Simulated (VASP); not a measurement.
Write the native input for VASP 6.6.1 that does the following.

```
Task                   : single point
Functional             : PBE
Potentials or basis    : VASP PAW PBE potentials, release 64 (Ag)
Cutoff                 : 520 eV
k mesh                 : 13 × 13 × 7
Occupations            : fermi-dirac, width 0.03 eV
Spin                   : no spin polarisation
Dipole correction      : no
Further INCAR settings : ALGO = Normal; EDIFF = 1e-07; NBANDS = 18
```

The structure of Ag lies in POSCAR:

```
Ag
1.0
    2.9053750837      0.0000000000      0.0000000000
   -1.4526875418      2.5161286300      0.0000000000
    0.0000000000      0.0000000000      4.7497459960
Ag
2
Direct
    0.3333333333      0.6666666667      0.2500000000
    0.6666666667      0.3333333333      0.7500000000
```

This isn't the form of Ag at room conditions, which is fcc.

The input as run:

INCAR

```
SYSTEM = Ag
PREC     = Accurate       ! precision mode
ENCUT    = 520            ! plane-wave cutoff, eV
EDIFF    = 1E-7           ! SCF threshold, eV
ISMEAR   = -1             ! smearing method
SIGMA    = 0.03           ! smearing width, eV
LREAL    = .False.        ! projectors in reciprocal space
LASPH    = .True.         ! aspherical terms in the spheres
NELM     = 80             ! most SCF steps
ALGO     = Normal         ! electronic algorithm
ISIF     = 2              ! what is computed and relaxed
LWAVE    = .False.        ! write WAVECAR
LCHARG   = .True.         ! write CHGCAR
GGA      = PE             ! functional
LELF     = .True.         ! ELF
LVHAR    = .True.       
NBANDS   = 18             ! bands
```

KPOINTS

```
regular mesh
0
Gamma
  13 13 7
  0 0 0
```

Potentials or basis: VASP PAW PBE potentials, release 64 (Ag).

The run is started by

```sh
$ cat potpaw_PBE.64/Ag/POTCAR > POTCAR
$ mpirun -np 1 vasp_std > vasp.out
```

Results of the run:

* Pressure: 2.6 GPa
* Band gap on the k mesh: zero (bands 11 and 12 overlap by 6.37 eV)

It took 50 s on 1 thread of Intel Xeon 8259CL (shared host), peak memory 0.18 GiB.
